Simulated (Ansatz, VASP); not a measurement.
# One calculation of Re, two programs

Contents of INCAR:

```
PREC = Accurate
ENCUT = 520
EDIFF = 1E-6
ISMEAR = 0
SIGMA = 0.15
LREAL = False
LASPH = True
NELM = 100
ALGO = Normal
ISIF = 2
LWAVE = False
LCHARG = False
GGA = PS
NBANDS = 10
```

The input KPOINTS:

```
Automatic mesh
0
Gamma
  22 22 22
```

POSCAR

```
Re
1.0
    0.0000000000      2.0849427042      1.7722012985
    2.0849427042      0.0000000000      1.7722012985
    2.0849427042      2.0849427042      0.0000000000
Re
1
Direct
    0.0000000000      0.0000000000      0.0000000000
```

Input for Ansatz:

```yaml
crystal:
  lattice:
    - [0.0, 2.0849427042, 1.7722012985]
    - [2.0849427042, 0.0, 1.7722012985]
    - [2.0849427042, 2.0849427042, 0.0]
  atoms:
    - { symbol: Re, position: [0.0, 0.0, 0.0] }
basis:
  ecutwfc: 420
kpoints:
  mp_grid: { grid: [22, 22, 22] }
hamiltonian:
  xc: pbesol
scf:
  occupations: { method: gaussian, width: 0.15 }
output:
  forces: true
  stress: true
  eigenvalues: true
```

Alike in both runs: task single point; functional PBEsol; k mesh 22 × 22 × 22; occupations gaussian, width 0.15 eV; no spin polarisation.

```csv
,VASP,Ansatz
version,VASP 6.6.1,Ansatz 0.2.0
potentials or method,"VASP PAW PBE potentials, release 64 (Re), cutoff 520 eV","scalar-relativistic, plane waves, PAW"
valence electrons in the cell,7,15
```

|  | VASP | Ansatz | Ansatz less VASP |
| --- | --- | --- | --- |
| gap on the k mesh at the Fermi level (eV) | none | none | - |
| pressure (GPa) | -17.0 | -16.6 | +0.41 |
| traceless stress, the component that is largest in VASP (GPa) | 12.86 | 12.65 | -0.209 |

VASP's potentials were made for PBE, not for PBEsol. A gap of «none» marks a metal or a gap that the smearing closes. VASP's potentials hold 7 valence electrons a cell and Ansatz's 15, so a difference there can come from the potentials and not from the codes.

Neither program's run includes spin-orbit coupling.
